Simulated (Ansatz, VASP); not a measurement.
## MgS: VASP beside Ansatz

Contents of INCAR:

```
PREC     = Accurate       # precision mode
ENCUT    = 520            # plane-wave cutoff, eV
EDIFF    = 1E-6           # SCF threshold, eV
ISMEAR   = 0              # smearing method
SIGMA    = 0.05           # smearing width, eV
LREAL    = False          # projectors in reciprocal space
LASPH    = True           # aspherical terms in the spheres
NELM     = 60             # most SCF steps
ALGO     = Normal         # electronic algorithm
ISIF     = 2              # what is computed and relaxed
LWAVE    = False          # write WAVECAR
LCHARG   = False          # write CHGCAR
NBANDS   = 11             # bands
```

Contents of KPOINTS:

```
Automatic mesh
0
Gamma
  8 8 8
```

File POSCAR:

```
MgS
1.0
    0.0000000000      2.2603135200      2.6016500000
    2.9429864800      0.0000000000      2.6016500000
    2.9429864800      2.2603135200      0.0000000000
Mg S
1 1
Direct
    0.0000000000      0.0000000000      0.0000000000
    0.5000000000      0.5000000000      0.5000000000
```

Input for Ansatz:

```yaml
crystal:
  lattice:
    - [0.0, 2.26031352, 2.60165]
    - [2.94298648, 0.0, 2.60165]
    - [2.94298648, 2.26031352, 0.0]
  atoms:
    - { symbol: Mg, position: [0.0, 0.0, 0.0] }
    - { symbol: S, position: [0.5, 0.5, 0.5] }
basis:
  ecutwfc: 420
kpoints:
  mp_grid: { grid: [8, 8, 8] }
hamiltonian:
  xc: lda
scf:
  occupations: { method: gaussian, width: 0.05 }
output:
  forces: true
  stress: true
  eigenvalues: true
```

Change from the starting cell: strain +0.1312 x Voigt [1, -1, 0, 0, 0, 0], atoms carried along.

Alike in both runs: task single point; functional LDA; k mesh 8 × 8 × 8; occupations gaussian, width 0.05 eV; no spin polarisation.

|  | VASP | Ansatz |
| --- | --- | --- |
| version | VASP 6.6.1 | Ansatz 0.2.0 |
| potentials or method | VASP PAW LDA potentials, release 64 (Mg, S), cutoff 520 eV | scalar-relativistic, plane waves, PAW |
| valence electrons in the cell | 8 | 16 |

```tsv
	VASP	Ansatz	Ansatz less VASP
gap on the k mesh at the Fermi level (eV)	2.34	2.34	-0.005
least direct gap on the mesh (eV)	3.34	3.33	-0.012
pressure (GPa)	6.5	6.9	+0.41
traceless stress, the component that is largest in VASP (GPa)	21.33	21.13	-0.197
```

LDA's correlation is that of Perdew and Zunger in VASP and of Perdew and Wang (1992) in Ansatz. VASP's potentials hold 8 valence electrons a cell and Ansatz's 16, so a difference there can come from the potentials and not from the codes.
